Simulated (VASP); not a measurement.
Co:

```xyz
2
Lattice="2.2680 0.0000 0.0000 -1.1340 1.9641 0.0000 0.0000 0.0000 3.6812" Properties=species:S:1:pos:R:3 pbc="T T T"
Co    0.0000    1.3094    0.9203
Co    1.1340    0.6547    2.7609
```

This cell differs from its parent crystal: volume scaled by 0.74.

Base run:

- Program: VASP 6.6.1
- Functional: PBE
- Potentials or basis: VASP PAW PBE potentials, release 64 (Co)
- Cutoff: 520 eV
- k mesh: 15 × 15 × 8
- Occupations: fermi-dirac, width 0.08 eV
- Spin: no spin polarisation

Its results: band gap on the k mesh zero (band 9 reaches 15.55 eV, above the bottom of band 10 at 13.38 eV); pressure 98.7 GPa.

**Question.** The run is repeated on the same cell with these changes: spin from no spin polarisation to collinear spin, ferromagnetic start; further incar settings from ALGO = Normal; EDIFF = 1e-06; NBANDS = 16 to ALGO = Normal; EDIFF = 1e-06; NBANDS = 20. What comes out?

**Answer.** Band gap on the k mesh zero (filled and empty bands overlap); pressure 106.6 GPa; net moment 1.99 μB per cell; site moments Co +0.97 μB.
